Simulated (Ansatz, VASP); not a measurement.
# Si3Ge in VASP and in Ansatz

Contents of INCAR:

```
PREC = Accurate
ENCUT = 500
EDIFF = 1E-7
ISMEAR = 0
SIGMA = 0.1
LREAL = F
LASPH = T
NELM = 120
ALGO = Normal
ISIF = 3
LWAVE = F
LCHARG = F
GGA = PE
IBRION = 2
NSW = 90
EDIFFG = -0.04
GGA_COMPAT = F
NELMIN = 4
```

The input KPOINTS:

```
regular mesh
0
Gamma
  6 6 2
```

File POSCAR:

```
Si3Ge
1.0
    2.7839507500      0.0000000000      0.0000000000
   -1.3919753700      2.4109720700      0.0000000000
    0.0000000000      0.0000000000      9.6651072500
Si Ge
3 1
Direct
    0.6666666700      0.3333333300      0.2500000000
    0.6666666700      0.3333333300      0.7500000000
    0.3333333300      0.6666666700      0.5000000000
    0.3333333300      0.6666666700      0.0000000000
```

Input for Ansatz:

```yaml
crystal:
  lattice:
    - [2.78395075, 0.0, 0.0]
    - [-1.39197537, 2.41097207, 0.0]
    - [0.0, 0.0, 9.66510725]
  atoms:
    - { symbol: Si, position: [0.66666667, 0.33333333, 0.25] }
    - { symbol: Si, position: [0.66666667, 0.33333333, 0.75] }
    - { symbol: Si, position: [0.33333333, 0.66666667, 0.5] }
    - { symbol: Ge, position: [0.33333333, 0.66666667, 0.0] }
basis:
  ecutwfc: 420
kpoints:
  mp_grid: { grid: [6, 6, 2] }
hamiltonian:
  xc: pbe
scf:
  occupations: { method: gaussian, width: 0.1 }
  lower_state_search: "off"
output:
  forces: true
  stress: true
  eigenvalues: true
relax:
  adjacent_minimum: "off"
  f_tol: 0.04
  max_steps: 70
  cell: { stress_tol: 0.4 }
```

Alike in both runs: task relaxation of cell and atoms; functional PBE; k mesh 6 × 6 × 2; occupations gaussian, width 0.1 eV; no spin polarisation.

|  | VASP | Ansatz |
| --- | --- | --- |
| version | VASP 6.6.1 | Ansatz 0.2.0 |
| potentials or method | VASP PAW PBE potentials, release 64 (Si, Ge_d), cutoff 500 eV | scalar-relativistic, plane waves, PAW |
| valence electrons in the cell | 26 | 26 |

|  | VASP | Ansatz | Ansatz less VASP |
| --- | --- | --- | --- |
| gap on the k mesh at the Fermi level, each at its own relaxed structure (eV) | none | none | - |
| relaxed volume (Å³/atom) | 15.86 | 15.88 | +0.021 |
| relaxed cell length with the largest relative difference (Å) | 2.826 | 2.828 | +0.0013 |

A gap of «none» marks a metal or a gap that the smearing closes.

The k mesh is coarse, so the values compare programs but aren't converged. Noted on VASP's run: too few bands were computed for a metal, which touches its energy and stress.
